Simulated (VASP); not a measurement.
Runs of VASP 6.6.1 on WS. The structure is that of space group Pm-3m (No. 221), or close to it. The cells are those of the table. 

| task | spin | cell | k mesh | cutoff (eV) | gap on the mesh (eV) | pressure (GPa) | relaxed volume (Å³/atom) |
| --- | --- | --- | --- | --- | --- | --- | --- |
| single point | collinear, ferromagnetic start | a = 3.008 Å, 2 atoms | 14 × 14 × 14 | 520 | none | 0.4 | - |
| single point | off | a = 3.007 Å, 2 atoms | 6 × 6 × 6 | 520 | none | 0.4 | - |
| single point | off | a = 3.008 Å, 2 atoms | 14 × 14 × 14 | 520 | none | 0.4 | - |
| relaxation of cell and atoms | off | relaxed from a = 3.007 Å, 2 atoms | 14 × 14 × 14 | 600 | none | 0.0 | (a) |
| relaxation of cell and atoms | off | relaxed from a = 2.934 Å, 2 atoms | 6 × 6 × 6 | 600 | none | -0.1 | 13.62 |

Alike in all rows: level PBE; potentials or basis VASP PAW PBE potentials, release 64 (W_sv, S); smearing gaussian 0.1 eV.

Question: Estimate the missing entries.

Answer: (a) 13.64.

Caveats: spin-orbit coupling is left out, which moves the levels of the heavy elements.

A k mesh can miss the band edges, and the runs leave out spin-orbit coupling on W.

A gap of «none» marks levels without a gap at the run's occupations.
